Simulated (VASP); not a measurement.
Input of a VASP 6.6.1 run:

File INCAR:

```
PREC = Accurate
ENCUT = 600
EDIFF = 1E-7
ISMEAR = -1
SIGMA = 0.05
LREAL = False
LASPH = True
NELM = 60
ALGO = Normal
ISIF = 3
LWAVE = False
LCHARG = False
GGA = RP
IVDW = 13
IBRION = 2
NSW = 60
EDIFFG = -0.01
```

File KPOINTS:

```
regular mesh
0
Gamma
  9 9 9
```

File POSCAR:

```
HfO2
1.0
    0.0000000000      2.5575000000      2.5575000000
    2.5575000000      0.0000000000      2.5575000000
    2.5575000000      2.5575000000      0.0000000000
Hf O
1 2
Direct
    0.0000000000      0.0000000000      0.0000000000
    0.7500000000      0.7500000000      0.7500000000
    0.2500000000      0.2500000000      0.2500000000
```

Potentials or basis: VASP PAW PBE potentials, release 64 (Hf_pv, O).

Run with:

```bash
$ cat potpaw_PBE.64/Hf_pv/POTCAR potpaw_PBE.64/O/POTCAR > POTCAR
$ mpirun -np 1 vasp_std > vasp.out
```

(1) Predict the band gap on the k mesh.

(2) Estimate the relaxed volume.

(3) Predict the dispersion energy per atom.

(4) Estimate the relaxed cell.

## Answers

(1) 4.03 eV (least direct gap 4.16 eV).

(2) 10.75 Å³/atom.

(3) -0.408 eV.

(4) a = 3.573 Å, b = 3.573 Å, c = 3.573 Å, α = 60.00°, β = 60.00°, γ = 60.00°.

Caveat: the PAW data sets were made with another functional, which shifts forces and pressure a little; spin-orbit coupling is left out, which moves the levels of the heavy elements; an odd mesh through Γ misses points on the zone boundary, where band edges can lie.
